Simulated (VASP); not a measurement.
A run of VASP 6.6.1 is set up as follows.

INCAR

```
  ALGO = Normal
  EDIFF = 1E-6
  ENCUT = 750
  GGA = PE
  GGA_COMPAT = F
  ISIF = 2
  ISMEAR = 0
  LASPH = T
  LCHARG = T
  LORBIT = 11
  LORBMOM = T
  LREAL = F
  LSORBIT = T
  LVHAR = T
  LWAVE = F
  MAGMOM = 0 0 0 0 0 0 0 0 0
  NBANDS = 25
  NELM = 200
  PREC = Accurate
  SIGMA = 0.01
```

The input KPOINTS:

```
k-points
0
Gamma
  8 8 8
```

POSCAR

```
Li2Se
1.0
    0.0000000000      2.9935010607      2.9935010607
    2.9935010607      0.0000000000      2.9935010607
    2.9935010607      2.9935010607      0.0000000000
Li Se
2 1
Direct
    0.7500000000      0.7500000000      0.7500000000
    0.2500000000      0.2500000000      0.2500000000
    0.0000000000      0.0000000000      0.0000000000
```

Potentials or basis: VASP PAW PBE potentials, release 64 (Li_sv, Se).

Run with:

```sh
$ cat potpaw_PBE.64/Li_sv/POTCAR potpaw_PBE.64/Se/POTCAR > POTCAR
$ mpirun -np 1 vasp_ncl > vasp.out
```

Q: What does it give for the pressure?

A: 0.3 GPa.

Q: Estimate the net moment.

A: 0.00 μB per cell.

Moments on the atoms (μB; x, y, z):
```
Li  0.00 0.00 0.00
Li  0.00 0.00 0.00
Se  0.00 0.00 0.00
```
